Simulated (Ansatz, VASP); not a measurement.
## Two plane-wave programs on C

```
C
1.0
     0.00000    1.74250    1.96588
     1.74250    0.00000    1.96588
     1.74250    1.74250    0.00000
C
2
Direct
  0.50000 0.50000 0.50000
  0.75000 0.75000 0.75000
```

Alike in both runs: task single point; functional PBE; k mesh 12 × 12 × 12; occupations gaussian, width 0.05 eV; no spin polarisation.

|  | VASP | Ansatz |
| --- | --- | --- |
| version | VASP 6.6.1 | Ansatz 0.2.0 |
| potentials or method | VASP PAW PBE potentials, release 64 (C), cutoff 520 eV | scalar-relativistic, plane waves, PAW |
| valence electrons in the cell | 8 | 8 |

Ansatz gave:

* gap on the k mesh at the Fermi level (eV): 2.59
* least direct gap on the mesh (eV): 4.43
* pressure (GPa): -17.9
* traceless stress, the component that is largest in VASP (GPa): -78.86

What did VASP give for the same quantities?

gap on the k mesh at the Fermi level (eV): 2.58; least direct gap on the mesh (eV): 4.43; pressure (GPa): -17.5; traceless stress, the component that is largest in VASP (GPa): -78.88.

The functional is the same, so the differences come from potentials, cutoffs and numerics.
